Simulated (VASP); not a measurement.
## SrO: single point with PBE+D3(BJ)

SrO:

```
Sr O
1.0
     0.00000    2.57514    2.57514
     2.57514    0.00000    2.57514
     2.57514    2.57514    0.00000
Sr O
1 1
Direct
  0.50000 0.50000 0.50000
  0.00000 0.00000 0.00000
```

- Program: VASP 6.6.1
- Task: single point
- Functional: PBE
- Dispersion: D3(BJ)
- Potentials or basis: VASP PAW PBE potentials, release 64 (Sr_sv, O)
- Cutoff: 600 eV
- k mesh: 8 × 8 × 8
- Occupations: gaussian, width 0.02 eV
- Spin: no spin polarisation

```
Pressure                   : 0.4 GPa
Band gap on the k mesh     : 3.27 eV, indirect (least direct gap 3.36 eV)
Dispersion energy per atom : -0.245 eV
```

Levels at points of the mesh, in eV from the valence-band top:
```
           k point  band 4  band 5  band 6  band 7  band 8  band 9  band 10  band 11  band 12  band 13
(0.00, 0.00, 0.00)  -14.05  -14.05    0.00    0.00    0.00    3.95     6.20     6.20     6.20     8.36
(0.50, 0.00, 0.00)  -14.13  -12.86   -2.16   -1.13   -1.13    6.53     8.42     8.82     8.82    11.87
(0.50, 0.50, 0.00)  -14.41  -14.41   -0.44   -0.09   -0.09    3.27     7.77    10.14    10.34    11.05
```

Wall time 22 s on 1 thread of AMD EPYC 7R43 64-Core Processor (Zen 3), with other jobs on the host, peak memory 0.16 GiB.

A k mesh can miss the band edges.
